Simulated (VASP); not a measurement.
# Be2Pd (P6/mmm) in VASP: further runs, part 2 of 2

VASP 6.6.1.

**4. Relaxation of cell and atoms, PBE**

This run uses another cell than the first one, of 10.46 Å³/atom.

INCAR

```
SYSTEM = Be2Pd
PREC = Accurate
ENCUT = 600
EDIFF = 1E-6
ISMEAR = 0
SIGMA = 0.1
LREAL = .False.
LASPH = .True.
NELM = 100
ALGO = Fast
ISIF = 3
LWAVE = .False.
LCHARG = .False.
GGA = PE
IBRION = 2
NSW = 100
EDIFFG = -0.01
```

KPOINTS

```
regular mesh
0
Gamma
  12 12 18
  0 0 0
```

POSCAR

```
Be2Pd
1.0
    3.7216343333      0.0000000000      0.0000000000
   -1.8608171667      3.2230298763      0.0000000000
    0.0000000000      0.0000000000      2.6155448087
Be Pd
2 1
Direct
    0.3333333333      0.6666666667      0.5000000000
    0.6666666667      0.3333333333      0.5000000000
    0.0000000000      0.0000000000      0.0000000000
```

Potentials or basis: VASP PAW PBE potentials, release 64 (Be, Pd).

Launch:

```
$ cat potpaw_PBE.64/Be/POTCAR potpaw_PBE.64/Pd/POTCAR > POTCAR
$ mpirun -np 1 vasp_std > vasp.out
```

OUTCAR:

```text
SYSTEM = Be2Pd
   PREC = Accurate
   ENCUT = 600
   EDIFF = 1E-6
   ISMEAR = 0
   LREAL = .False.
   LASPH = .True.
   NELM = 100
   ISIF = 3
   GGA = PE
   IBRION = 2
   NSW = 100
   EDIFFG = -0.01

 ion  position               nearest neighbor table
   1  0.333  0.667  0.500-   2 2.15   2 2.15   2 2.15   3 2.52   3 2.52   3 2.52   3 2.52   3 2.52
                             3 2.52
   2  0.667  0.333  0.500-   1 2.15   1 2.15   1 2.15   3 2.52   3 2.52   3 2.52   3 2.52   3 2.52
                             3 2.52
   3  0.000  0.000  0.000-   1 2.52   2 2.52   1 2.52   2 2.52   2 2.52   2 2.52   1 2.52   1 2.52
                             2 2.52   2 2.52   1 2.52   1 2.52

  LATTYP: Found a hexagonal cell.
 ALAT       =     3.7216343333
 C/A-ratio  =     0.7027946796

  Lattice vectors:

 A1 = (   3.7216343333,   0.0000000000,   0.0000000000)
 A2 = (  -1.8608171667,   3.2230298763,   0.0000000000)
 A3 = (   0.0000000000,   0.0000000000,   2.6155448087)

Analysis of symmetry for initial positions (statically):
=====================================================================
 Subroutine PRICEL returns:
 Original cell was already a primitive cell.

 Routine SETGRP: Setting up the symmetry group for a
 hexagonal supercell.

[... 318 lines left out ...]

 number of electron      13.9999999 magnetization

 Free energy of the ion-electron system (eV)
  ---------------------------------------------------
  ext. energy  EPLUGINS =         0.00000000
  ---------------------------------------------------
  free energy    TOTEN  =       -13.76657193 eV

  energy without entropy =      -13.76258450  energy(sigma->0) =      -13.76457822

 E-fermi :   8.5812     XC(G=0): -11.7447

 val. band max:        8.5612728563   @ k =   0.2500   0.1667   0.1667
 cond. band min:       8.5818182062   @ k =   0.4167   0.0000   0.1667
 fundamental gap:      0.0205453499
 Fermi energy:         8.5811939465

 k-point     1 :       0.0000    0.0000    0.0000
  band No.  band energies     occupation
      1      -1.2004      2.00000
      2       3.0230      2.00000
      3       3.4088      2.00000
      4       3.4088      2.00000
      5       6.1777      2.00000
      6       6.1777      2.00000
      7      11.9551      0.00000
      8      11.9551      0.00000
      9      12.3530      0.00000
     10      12.3530      0.00000
     11      14.0057      0.00000
[... 309 lines left out ...]
 k-point    24 :       0.3333    0.0000    0.0556
  band No.  band energies     occupation
      1       0.2143      2.00000
      2       2.7673      2.00000
      3       3.1383      2.00000
      4       4.3992      2.00000
      5       5.7435      2.00000
      6       5.9308      2.00000
      7       6.8730      2.00000
      8       7.9560      2.00000
      9      14.2139      0.00000
     10      16.7466      0.00000
     11      17.6232      0.00000

 [... further k-points ...]

------------------------ aborting loop because EDIFF is reached ----------------------------------------

  FORCE on cell =-STRESS in cart. coord.  units (eV):
  Direction    XX          YY          ZZ          XY          YZ          ZX
  --------------------------------------------------------------------------------------
  -------------------------------------------------------------------------------------
  Total       -0.0081442     -0.0081442     -0.0201677      0.0000000      0.0000000      0.0000000
  in kB       -0.4165852     -0.4165852     -1.0315954      0.0000000      0.0000000      0.0000000
  external PRESSURE =      -0.6215886 kB  Pullay stress =       0.0000000 kB
[... 18 lines left out ...]
  FREE ENERGIE OF THE ION-ELECTRON SYSTEM (eV)
  ---------------------------------------------------
  free  energy   TOTEN  =       -13.7665719309 eV

  energy  without entropy=      -13.7625845012  energy(sigma->0) =      -13.76457822

 reached required accuracy - stopping structural energy minimisation
```

CONTCAR:

```text
Be2Pd
   1.00000000000000
     3.7143188885044052    0.0000000000001135    0.0000000000000000
    -1.8571594443020061    3.2166945152665871   -0.0000000000000000
    -0.0000000000000000   -0.0000000000000000    2.6216071882257519
  Be              Pd
     2     1
Direct
     0.3333333332999970    0.6666666667000030    0.5000000000000000
     0.6666666667000030    0.3333333332999970    0.5000000000000000
     0.0000000000000000    1.0000000000000000    1.0000000000000000

  0.00000000E+00  0.00000000E+00  0.00000000E+00
  0.00000000E+00  0.00000000E+00  0.00000000E+00
  0.00000000E+00  0.00000000E+00  0.00000000E+00
```

Wall time 3.2 min (1 thread of AMD EPYC 7R43 (Zen 3), shared host); peak memory 0.2 GiB.

Results:

| Item | Value |
| --- | --- |
| Free energy | -13.7666 eV |
| Relaxed volume | 10.44 Å³/atom |
| Relaxed cell | a = 3.714 Å, b = 3.714 Å, c = 2.622 Å, α = 90.00°, β = 90.00°, γ = 120.00° |
| Space group after relaxing (to 0.1 Å) | P6/mmm (No. 191) |
| Energy gained by relaxing | 0.1 meV/atom |
| Ionic steps | 5 |
| Pressure after relaxing | -0.1 GPa |
| Band gap on the k mesh | zero (bands 7 and 8 overlap by 6.31 eV) |

The path:
| step | energy change (eV) | largest force (eV/Å) | pressure (GPa) | volume (Å³) |
| --- | --- | --- | --- | --- |
| 1 | 0.0000 | 0.0000 | -0.32 | 31.37 |
| 2 | -0.0003 | 0.0000 | 0.16 | 31.28 |
| 3 | -0.0003 | 0.0000 | 0.17 | 31.28 |
| 4 | -0.0003 | 0.0000 | 0.16 | 31.28 |
| 5 | -0.0003 | 0.0000 | -0.06 | 31.32 |

Final structure:
```cif
data_structure
_symmetry_space_group_name_H-M 'P 1'
_symmetry_Int_Tables_number 1
_cell_length_a 3.7143
_cell_length_b 3.7143
_cell_length_c 2.6216
_cell_angle_alpha 90.000
_cell_angle_beta 90.000
_cell_angle_gamma 120.000
_cell_volume 31.32
loop_
_atom_site_label
_atom_site_type_symbol
_atom_site_fract_x
_atom_site_fract_y
_atom_site_fract_z
_atom_site_occupancy
Be1 Be 0.33333 0.66667 0.50000 1
Be2 Be 0.66667 0.33333 0.50000 1
Pd1 Pd 0.00000 0.00000 0.00000 1
```

Levels at points of the mesh, in eV from the Fermi level:
| k point | band 4 | band 5 | band 6 | band 7 | band 8 | band 9 | band 10 | band 11 |
| --- | --- | --- | --- | --- | --- | --- | --- | --- |
| (0.00, 0.00, 0.00) | -5.17 | -2.40 | -2.40 | 3.37 | 3.37 | 3.77 | 3.77 | 5.42 |
| (0.50, 0.00, 0.00) | -3.48 | -2.98 | -2.75 | -2.46 | -1.98 | 5.80 | 10.19 | 10.53 |
| (0.00, 0.00, 0.50) | -4.45 | -3.68 | -3.68 | 0.50 | 2.57 | 2.57 | 4.92 | 10.94 |
| (0.50, 0.00, 0.50) | -2.98 | -2.41 | -2.34 | -2.11 | 2.82 | 3.00 | 4.17 | 7.11 |

**5. The runs side by side**

```csv
task,cell,k mesh,cutoff (eV),gap on the mesh (eV),pressure (GPa),relaxed volume (Å³/atom)
relaxation of cell and atoms,"relaxed from a = 3.090, b = 3.090, c = 3.336 Å, angles 90.0, 90.0, 120.0°, 3 atoms",6 × 6 × 6,600,none,-0.2,10.46
single point,"a = 3.713, b = 3.713, c = 2.623 Å, angles 90.0, 90.0, 120.0°, 3 atoms",12 × 12 × 18,520,none,0.0,-
relaxation of cell and atoms,"relaxed from a = 3.722, b = 3.722, c = 2.616 Å, angles 90.0, 90.0, 120.0°, 3 atoms",12 × 12 × 18,600,none,-0.1,10.44
```

Alike in all rows: level PBE; potentials or basis VASP PAW PBE potentials, release 64 (Be, Pd); no spin polarisation; smearing gaussian 0.1 eV.

Caveats: some runs use coarse meshes; a cell axis changed by over 15 % at a fixed basis, so the end point is rough (at least some runs).

Absolute energies hang on the potentials; compare differences alone.

The gap in the log of VASP goes by the Fermi energy; the results here count the filled bands.